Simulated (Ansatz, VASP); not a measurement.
# KBeBr in VASP and in Ansatz

```
K Be Br
1.0
     6.03364    0.00000    0.00000
     0.00000    6.03364    0.00000
     0.00000    0.00000    7.89001
K Be Br
2 2 2
Direct
  0.50000 0.50000 0.50000
  0.00000 0.00000 0.50000
  0.00000 0.00000 0.00000
  0.50000 0.50000 0.00000
  0.50000 0.00000 0.64044
  0.00000 0.50000 0.35956
```

Alike in both runs: functional PBE; k mesh 4 × 4 × 4; occupations gaussian, width 0.1 eV; no spin polarisation.

Ansatz relaxed the structure, and its values are those at the end. VASP's run is a single point on that final structure, the one shown.

|  | VASP | Ansatz |
| --- | --- | --- |
| version | VASP 6.6.1 | Ansatz 0.2.0 |
| potentials or method | VASP PAW PBE potentials, release 64 (K_sv, Be, Br), cutoff 520 eV | scalar-relativistic, plane waves, PAW |
| valence electrons in the cell | 36 | 36 |

```tsv
	VASP	Ansatz	Ansatz less VASP
gap on the k mesh at the Fermi level (eV)	1.61	1.61	0.000
least direct gap on the mesh (eV)	1.61	1.61	0.000
pressure (GPa)	0.0	0.0	-0.02
```
